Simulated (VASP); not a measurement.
# CuO (F-43m) in VASP: further runs

Aim: see how the results for CuO move with the level of theory and the settings. Levels: PBE, LDA. Tasks: single point.

All numbers are computed with VASP 6.6.1; they aren't measurements. Logs are shortened: lines on timing, memory, paths and dates and some standing lists are left out, and cuts for length are marked.

### 1 The cell of the first run

Symmetry: F-43m, No. 216, cubic system. Conventional cell: a = 4.524 Å, b = 4.524 Å, c = 4.524 Å, α = 90.00°, β = 90.00°, γ = 90.00°. Cu (site symmetry -43m) has 4 O at 1.96 Å within 2.6 Å. O (site symmetry -43m) has 4 Cu at 1.96 Å within 2.6 Å.

### 2 Single point, PBE

Input file INCAR:

```
SYSTEM = CuO
ALGO = Normal ; EDIFF = 1E-6
ENCUT = 820 ; GGA = PE
GGA_COMPAT = .False. ; ISIF = 2
ISMEAR = -1 ; LASPH = .True.
LCHARG = .False. ; LREAL = .False.
LWAVE = .False. ; NBANDS = 20
NELM = 120 ; PREC = Accurate
SIGMA = 0.05
```

Input file KPOINTS:

```
k-points
0
Gamma
  10 10 10
  0 0 0
```

Input file POSCAR:

```
CuO
1.0
    0.0000000000      2.2622018539      2.2622018539
    2.2622018539      0.0000000000      2.2622018539
    2.2622018539      2.2622018539      0.0000000000
Cu O
1 1
Direct
    0.0000000000      0.0000000000      0.0000000000
    0.2500000000      0.2500000000      0.2500000000
```

Potentials or basis: VASP PAW PBE potentials, release 64 (Cu_sv_GW, O).

On the command line:

```
> cat potpaw_PBE.64/Cu_sv_GW/POTCAR potpaw_PBE.64/O/POTCAR > POTCAR
> mpirun -np 1 vasp_std > vasp.out
```

OUTCAR:

```text
SYSTEM = CuO
   EDIFF = 1E-6
   ENCUT = 820
   GGA = PE
   ISIF = 2
   ISMEAR = -1
   LASPH = .True.
   LREAL = .False.
   NELM = 120
   PREC = Accurate

 ion  position               nearest neighbor table
   1  0.000  0.000  0.000-   2 1.96   2 1.96   2 1.96   2 1.96
   2  0.250  0.250  0.250-   1 1.96   1 1.96   1 1.96   1 1.96

  LATTYP: Found a face centered cubic cell.
 ALAT       =     4.5244037078

  Lattice vectors:

 A1 = (   0.0000000000,   2.2622018539,   2.2622018539)
 A2 = (   2.2622018539,   0.0000000000,   2.2622018539)
 A3 = (   2.2622018539,   2.2622018539,   0.0000000000)

Analysis of symmetry for initial positions (statically):
=====================================================================
 Subroutine PRICEL returns:
 Original cell was already a primitive cell.

 Routine SETGRP: Setting up the symmetry group for a
 face centered cubic supercell.

 Subroutine GETGRP returns: Found 24 space group operations
 (whereof 24 operations were pure point group operations)
 out of a pool of 48 trial point group operations.

The static configuration has the point symmetry T_d .

Analysis of symmetry for dynamics (positions and initial velocities):
=====================================================================
 Subroutine PRICEL returns:
 Original cell was already a primitive cell.

 Routine SETGRP: Setting up the symmetry group for a
 face centered cubic supercell.

 Subroutine GETGRP returns: Found 24 space group operations
 (whereof 24 operations were pure point group operations)
 out of a pool of 48 trial point group operations.

The dynamic configuration has the point symmetry T_d .

 Subroutine INISYM returns: Found 24 space group operations
 (whereof 24 operations are pure point group operations),
 and found     1 'primitive' translations

----------------------------------------------------------------------------------------

                                     Primitive cell

  volume of cell :      23.1539

  direct lattice vectors                    reciprocal lattice vectors
     0.000000000  2.262201854  2.262201854    -0.221023601  0.221023601  0.221023601
     2.262201854  0.000000000  2.262201854     0.221023601 -0.221023601  0.221023601
     2.262201854  2.262201854  0.000000000     0.221023601  0.221023601 -0.221023601

  length of vectors
     3.199236543  3.199236543  3.199236543     0.382824107  0.382824107  0.382824107

  position of ions in fractional coordinates (direct lattice)
     0.000000000  0.000000000  0.000000000
     0.250000000  0.250000000  0.250000000

  ion indices of the primitive-cell ions
   primitive index   ion index
                 1           1
                 2           2

----------------------------------------------------------------------------------------

 KPOINTS: k-points

Automatic generation of k-mesh.
 Grid dimensions read from file:
 generate k-points for:   10   10   10

 Generating k-lattice:

  Cartesian coordinates                     Fractional coordinates (reciprocal lattice)
    -0.022102360  0.022102360  0.022102360     0.100000000  0.000000000  0.000000000
     0.022102360 -0.022102360  0.022102360     0.000000000  0.100000000  0.000000000
     0.022102360  0.022102360 -0.022102360     0.000000000  0.000000000  0.100000000

  Length of vectors
     0.038282411  0.038282411  0.038282411

  Shift w.r.t. Gamma in fractional coordinates (k-lattice)
     0.000000000  0.000000000  0.000000000

 Subroutine IBZKPT returns following result:
 ===========================================

 Found     47 irreducible k-points:

 Following reciprocal coordinates:
            Coordinates               Weight
  0.000000  0.000000  0.000000      1.000000
  0.100000  0.000000  0.000000      8.000000
  0.200000  0.000000  0.000000      8.000000
  0.300000  0.000000  0.000000      8.000000
  0.400000  0.000000  0.000000      8.000000
  0.500000  0.000000  0.000000      4.000000
[... 16 lines left out ...]
  0.300000  0.300000  0.000000      6.000000
  0.400000  0.300000  0.000000     24.000000
 [... further k-points ...]
   k-points           NKPTS =     47   k-points in BZ     NKDIM =     47   number of bands    NBANDS=     20
   number of dos      NEDOS =    301   number of ions     NIONS =      2
   total plane-waves  NPLWV =  27000
   dimension x,y,z NGX =    30 NGY =   30 NGZ =   30
   dimension x,y,z NGXF=    60 NGYF=   60 NGZF=   60
   ions per type =               1   1
   NGX,Y,Z   is equivalent  to a cutoff of  15.59, 15.59, 15.59 a.u.
   NGXF,Y,Z  is equivalent  to a cutoff of  31.18, 31.18, 31.18 a.u.
 SYSTEM =  CuO
   PREC   = accura    normal or accurate (medium, high low for compatibility)
   ISTART =      0    job   : 0-new  1-cont  2-samecut
   ICHARG =      2    charge: 1-file 2-atom 10-const
   ISPIN  =      1    spin polarized calculation?
   LNONCOLLINEAR =      F non collinear calculations
   LSORBIT =      F    spin-orbit coupling
   LASPH  =      T    aspherical Exc in radial PAW
   ENCUT  =  820.0 eV  60.27 Ry    7.76 a.u.   7.47  7.47  7.47*2*pi/ulx,y,z
   NELM   =    120;   NELMIN=  2; NELMDL= -5     # of ELM steps
   EDIFF  = 0.1E-05   stopping-criterion for ELM
   LREAL  =      F    real-space projection
   EDIFFG = 0.1E-04   stopping-criterion for IOM
   NSW    =      0    number of steps for IOM
   IBRION =     -1    ionic relax: 0-MD 1-quasi-New 2-CG
   NFREE  =      0    steps in history (QN), initial steepest desc. (CG)
   ISIF   =      2    stress and relaxation
   ISYM   =      2    0-nonsym 1-usesym 2-fastsym
   POTIM  = 0.5000    time-step for ionic-motion
   TEBEG  =    0.0;   TEEND  =   0.0 temperature during run
   PSTRESS=    0.0 pullay stress
   NELECT =      25.0000    total number of electrons
   NUPDOWN=      -1.0000    fix difference up-down
   EMIN   =  10.00;   EMAX   =-10.00  energy-range for DOS
   EFERMI =   0.00;   METHOD = LEGACY
   ISMEAR =    -1;   SIGMA  =   0.05  broadening in eV -4-tet -1-fermi 0-gaus
   EFERMI_NEDOS =   21; number of points for ismear=-14 and -15
   IALGO  =     38    algorithm
   IMIX   =      4    mixing-type and parameters
     AMIX     =   0.40;   BMIX     =  1.00
     AMIX_MAG =   1.60;   BMIX_MAG =  1.00
  volume/ion in A,a.u.               =      11.58        78.13
  Fermi-wavevector in a.u.,A,eV,Ry     =   1.679501  3.173796 38.378254  2.820722
  Thomas-Fermi vector in A             =   2.763401
   LORBIT       =      0    0 simple, 1 ext, 2 COOP (PROOUT), +10 PAW based schemes
   GGA     = PE    functional components
   LHFCALC =     F    Hartree Fock is set to
   AEXX    =    0.0000 exact exchange contribution
   IVDW    =     0    specifies the selected vdW correction
   LEPSILON=     F    determine dielectric tensor
   LRPA    =     F    only Hartree local field effects (RPA)
 non-spin polarized calculation
  energy-cutoff  :      820.00
  volume of cell :       23.15
 maximum number of plane-waves:      1258
 NGX is ok and might be reduce to    30
   NGX = 15   NGY = 15   NGZ = 15

 number of electron      25.0000009 magnetization

 Free energy of the ion-electron system (eV)
  ---------------------------------------------------
  ext. energy  EPLUGINS =         0.00000000
  ---------------------------------------------------
  free energy    TOTEN  =        -9.64586088 eV

  energy without entropy =       -9.62379706  energy(sigma->0) =       -9.63482897

 E-fermi :   4.0296     XC(G=0): -11.3596

 val. band max:        4.0237504413   @ k =  -0.1000   0.1000   0.0000
 cond. band min:       4.0407889861   @ k =   0.3000   0.2000   0.0000
 fundamental gap:      0.0170385448
 Fermi energy:         4.0295878391

 k-point     1 :       0.0000    0.0000    0.0000
  band No.  band energies     occupation
      1    -108.0859      2.00000
      2     -65.4616      2.00000
      3     -65.4616      2.00000
      4     -65.4616      2.00000
      5     -14.8989      2.00000
      6      -0.8843      2.00000
[... 12 lines left out ...]
     19      25.0410      0.00000
     20      25.0524      0.00000

 k-point     2 :       0.1000    0.0000    0.0000
  band No.  band energies     occupation
      1    -108.0858      2.00000
      2     -65.4621      2.00000
      3     -65.4617      2.00000
      4     -65.4617      2.00000
      5     -14.8396      2.00000
      6      -1.0458      2.00000
[... 12 lines left out ...]
     19      24.2495      0.00000
     20      24.2495      0.00000

 k-point     3 :       0.2000    0.0000    0.0000
  band No.  band energies     occupation
      1    -108.0857      2.00000
      2     -65.4639      2.00000
      3     -65.4619      2.00000
      4     -65.4619      2.00000
      5     -14.6810      2.00000
      6      -1.3979      2.00000
[... 12 lines left out ...]
     19      23.6456      0.00000
     20      23.6456      0.00000

 k-point     4 :       0.3000    0.0000    0.0000
  band No.  band energies     occupation
      1    -108.0856      2.00000
      2     -65.4660      2.00000
      3     -65.4623      2.00000
      4     -65.4623      2.00000
      5     -14.4784      2.00000
      6      -1.7287      2.00000
[... 12 lines left out ...]
     19      24.0090      0.00000
     20      24.0090      0.00000

 k-point     5 :       0.4000    0.0000    0.0000
  band No.  band energies     occupation
      1    -108.0854      2.00000
      2     -65.4675      2.00000
      3     -65.4625      2.00000
      4     -65.4625      2.00000
      5     -14.3088      2.00000
      6      -1.9291      2.00000
[... 12 lines left out ...]
     19      25.0020      0.00000
     20      25.0020      0.00000
[... 353 lines left out ...]
      6      -1.6272      2.00000
[... 12 lines left out ...]
     19      23.7717      0.00000
     20      27.2185      0.00000

 k-point    22 :      -0.2000    0.2000    0.0000
  band No.  band energies     occupation
      1    -108.0855      2.00000
      2     -65.4657      2.00000
      3     -65.4636      2.00000
      4     -65.4622      2.00000
      5     -14.4117      2.00000
      6      -1.6385      2.00000
[... 12 lines left out ...]
     19      23.7168      0.00000
     20      27.2976      0.00000

 k-point    23 :       0.3000    0.3000    0.0000
  band No.  band energies     occupation
      1    -108.0856      2.00000
      2     -65.4660      2.00000
      3     -65.4635      2.00000
      4     -65.4635      2.00000
      5     -14.3466      2.00000
      6      -1.8882      2.00000
[... 12 lines left out ...]
     19      27.5492      0.00000
     20      28.6945      0.00000

 k-point    24 :       0.4000    0.3000    0.0000
  band No.  band energies     occupation
      1    -108.0854      2.00000
      2     -65.4668      2.00000
      3     -65.4638      2.00000
      4     -65.4637      2.00000
      5     -14.2165      2.00000
      6      -1.9446      2.00000
[... 12 lines left out ...]
     19      27.3432      0.00000
     20      28.8689      0.00000

 [... further k-points ...]

------------------------ aborting loop because EDIFF is reached ----------------------------------------

  FORCE on cell =-STRESS in cart. coord.  units (eV):
  Direction    XX          YY          ZZ          XY          YZ          ZX
  --------------------------------------------------------------------------------------
  -------------------------------------------------------------------------------------
  Total       -0.0925172     -0.0925172     -0.0925172      0.0000000      0.0000000      0.0000000
  in kB       -6.4019052     -6.4019052     -6.4019052      0.0000000      0.0000000      0.0000000
  external PRESSURE =      -6.4019052 kB  Pullay stress =       0.0000000 kB

 VOLUME and BASIS-vectors are now :
 -----------------------------------------------------------------------------
  energy-cutoff  :      820.00
  volume of cell :       23.15
      direct lattice vectors                 reciprocal lattice vectors
     0.000000000  2.262201854  2.262201854    -0.221023601  0.221023601  0.221023601
     2.262201854  0.000000000  2.262201854     0.221023601 -0.221023601  0.221023601
     2.262201854  2.262201854  0.000000000     0.221023601  0.221023601 -0.221023601

 POSITION                                       TOTAL-FORCE (eV/Angst)
 -----------------------------------------------------------------------------------
      0.00000      0.00000      0.00000        -0.000000      0.000000      0.000000
      1.13110      1.13110      1.13110         0.000000     -0.000000     -0.000000
 -----------------------------------------------------------------------------------
    total drift:                                0.000000      0.000000      0.000001

  FREE ENERGIE OF THE ION-ELECTRON SYSTEM (eV)
  ---------------------------------------------------
  free  energy   TOTEN  =        -9.6458608842 eV

  energy  without entropy=       -9.6237970611  energy(sigma->0) =       -9.63482897
```

Run time: 46 s. Hardware: 1 thread of Intel Xeon Platinum 8488C (Sapphire Rapids), shared host; peak memory 0.21 GiB.

What came out:

* Free energy: -9.6459 eV
* Pressure: -0.6 GPa
* Band gap on the k mesh: zero (an odd number of electrons rules out a gap without spin polarisation)

Caveat: an odd number of electrons without spin polarisation forces a metal; a magnetic or distorted state may lie lower; semilocal functionals often make such compounds metallic where correlation or magnetic order opens a gap, which also shifts bond lengths. With open d or f shells a metallic result of PBE can be an artefact of self-interaction; +U or a hybrid may open a gap.

### 3 Single point, LDA

This run uses another cell than the first one, of 10.59 Å³/atom.

Input file INCAR:

```
SYSTEM = CuO
ALGO = Normal
EDIFF = 1E-6
ENCUT = 820
GGA = CA
GGA_COMPAT = .False.
ISIF = 2
ISMEAR = -1
LASPH = .True.
LCHARG = .True.
LELF = .True.
LREAL = .False.
LVHAR = .True.
LWAVE = .False.
NBANDS = 20
NELM = 120
PREC = Accurate
SIGMA = 0.05
```

KPOINTS is that of step 2.

Input file POSCAR:

```
CuO
1.0
    0.0000000000      2.1958589211      2.1958589211
    2.1958589211      0.0000000000      2.1958589211
    2.1958589211      2.1958589211      0.0000000000
Cu O
1 1
Direct
    0.0000000000      0.0000000000      0.0000000000
    0.2500000000      0.2500000000      0.2500000000
```

Potentials or basis: VASP PAW LDA potentials, release 64 (Cu_sv_GW, O).

On the command line:

```
> cat potpaw_LDA.64/Cu_sv_GW/POTCAR potpaw_LDA.64/O/POTCAR > POTCAR
> mpirun -np 1 vasp_std > vasp.out
```

OUTCAR:

```text
SYSTEM = CuO
   EDIFF = 1E-6
   ENCUT = 820
   GGA = CA
   ISIF = 2
   ISMEAR = -1
   LASPH = .True.
   LREAL = .False.
   NELM = 120
   PREC = Accurate

 ion  position               nearest neighbor table
   1  0.000  0.000  0.000-   2 1.90   2 1.90   2 1.90   2 1.90
   2  0.250  0.250  0.250-   1 1.90   1 1.90   1 1.90   1 1.90

  LATTYP: Found a face centered cubic cell.
 ALAT       =     4.3917178422

  Lattice vectors:

 A1 = (   0.0000000000,   2.1958589211,   2.1958589211)
 A2 = (   2.1958589211,   0.0000000000,   2.1958589211)
 A3 = (   2.1958589211,   2.1958589211,   0.0000000000)

Analysis of symmetry for initial positions (statically):
=====================================================================
 Subroutine PRICEL returns:
 Original cell was already a primitive cell.

 Routine SETGRP: Setting up the symmetry group for a
 face centered cubic supercell.

 Subroutine GETGRP returns: Found 24 space group operations
 (whereof 24 operations were pure point group operations)
 out of a pool of 48 trial point group operations.

The static configuration has the point symmetry T_d .

Analysis of symmetry for dynamics (positions and initial velocities):
[... 155 lines left out ...]
  free energy    TOTEN  =       -11.51246972 eV

  energy without entropy =      -11.49257413  energy(sigma->0) =      -11.50252192

 E-fermi :   4.6759     XC(G=0): -12.4655

 val. band max:        4.6752730692   @ k =   0.2000   0.2000   0.0000
 cond. band min:       4.6933492484   @ k =  -0.4000   0.1000   0.0000
 fundamental gap:      0.0180761792
 Fermi energy:         4.6758847832

 k-point     1 :       0.0000    0.0000    0.0000
  band No.  band energies     occupation
      1    -106.5804      2.00000
      2     -64.5428      2.00000
      3     -64.5428      2.00000
      4     -64.5428      2.00000
      5     -14.6516      2.00000
      6      -0.8747      2.00000
[... 541 lines left out ...]
     19      29.2458      0.00000
     20      30.3009      0.00000

 [... further k-points ...]

------------------------ aborting loop because EDIFF is reached ----------------------------------------

  FORCE on cell =-STRESS in cart. coord.  units (eV):
  Direction    XX          YY          ZZ          XY          YZ          ZX
  --------------------------------------------------------------------------------------
  -------------------------------------------------------------------------------------
  Total        0.0659230      0.0659230      0.0659230      0.0000000      0.0000000      0.0000000
  in kB        4.9877428      4.9877428      4.9877428      0.0000000      0.0000000      0.0000000
  external PRESSURE =       4.9877428 kB  Pullay stress =       0.0000000 kB

 VOLUME and BASIS-vectors are now :
 -----------------------------------------------------------------------------
  energy-cutoff  :      820.00
  volume of cell :       21.18
      direct lattice vectors                 reciprocal lattice vectors
     0.000000000  2.195858921  2.195858921    -0.227701331  0.227701331  0.227701331
     2.195858921  0.000000000  2.195858921     0.227701331 -0.227701331  0.227701331
     2.195858921  2.195858921  0.000000000     0.227701331  0.227701331 -0.227701331

 POSITION                                       TOTAL-FORCE (eV/Angst)
 -----------------------------------------------------------------------------------
      0.00000      0.00000      0.00000        -0.000000     -0.000000     -0.000000
      1.09793      1.09793      1.09793         0.000000      0.000000      0.000000
 -----------------------------------------------------------------------------------
    total drift:                               -0.000000     -0.000000     -0.000000

  FREE ENERGIE OF THE ION-ELECTRON SYSTEM (eV)
  ---------------------------------------------------
  free  energy   TOTEN  =       -11.5124697158 eV

  energy  without entropy=      -11.4925741272  energy(sigma->0) =      -11.50252192
```

stdout:

```text
POSCAR found type information on POSCAR CuO
 POSCAR found :  2 types and       2 ions
 scaLAPACK will be used
 LDA part: xc-table for (Slater(with rela. corr.)+CA(PZ))
 , standard interpolation
 POSCAR, INCAR and KPOINTS ok, starting setup
 FFT: planning ... GRIDC
 FFT: planning ... GRID_SOFT
 FFT: planning ... GRID
 WAVECAR not read
 entering main loop
```

Run time: 82 s. Hardware: 1 thread of AMD EPYC 7R43 (Zen 3), shared host; peak memory 0.16 GiB.

Results:

```
Free energy            : -11.5125 eV
Pressure               : 0.5 GPa
Band gap on the k mesh : zero (an odd number of electrons rules out a gap without spin polarisation)
```

Levels at points of the mesh, in eV from the Fermi level:
```tsv
k point	band 11	band 12	band 13	band 14	band 15	band 16
(0.00, 0.00, 0.00)	0.91	0.91	0.91	1.04	14.68	14.68
(0.50, 0.00, 0.00)	-2.03	-0.03	-0.03	6.35	8.12	14.28
(0.50, 0.50, 0.00)	-1.55	-1.31	-1.31	5.86	10.66	11.52
```

Caveat: an odd number of electrons without spin polarisation forces a metal; a magnetic or distorted state may lie lower; semilocal functionals often make such compounds metallic where correlation or magnetic order opens a gap, which also shifts bond lengths.
